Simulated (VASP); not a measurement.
Runs of VASP 6.6.1 on Li7Si. The structure is that of space group Im-3m (No. 229), or close to it. The cells are those of the table. 

| task | cell | k mesh | cutoff (eV) | k mesh for the DOS | occupations for the DOS | gap on the mesh (eV) | pressure (GPa) | relaxed volume (Å³/atom) |
| --- | --- | --- | --- | --- | --- | --- | --- | --- |
| relaxation of cell and atoms | relaxed from a = 4.999 Å, angles 109.5°, 8 atoms | 4 × 4 × 4 | 600 | - | - | none | 0.1 | 16.23 |
| relaxation of cell and atoms | relaxed from a = 5.533 Å, angles 109.5°, 8 atoms | 8 × 8 × 8 | 600 | - | - | none | 0.0 | (a) |
| single point | a = 4.999 Å, angles 109.5°, 8 atoms | 4 × 4 × 4 | 520 | - | - | none | - | - |
| single point | a = 5.562 Å, angles 109.5°, 8 atoms | 8 × 8 × 8 | 520 | - | - | none | - | - |

Alike in all rows: level PBE; potentials or basis VASP PAW PBE potentials, release 64 (Li_sv, Si); no spin polarisation; smearing gaussian 0.1 eV.

Q: Estimate the missing entries.

A: (a) 16.44.

Caveats: some runs use coarse meshes; the cutoff is under 1.25 times the usual one of these potentials, so pressure, stress and relaxed cells hold a basis-set (Pulay) error; the volume moved by over 15 % at a fixed basis, so the end points are rough (some runs).

A gap of «none» marks levels without a gap at the run's occupations.
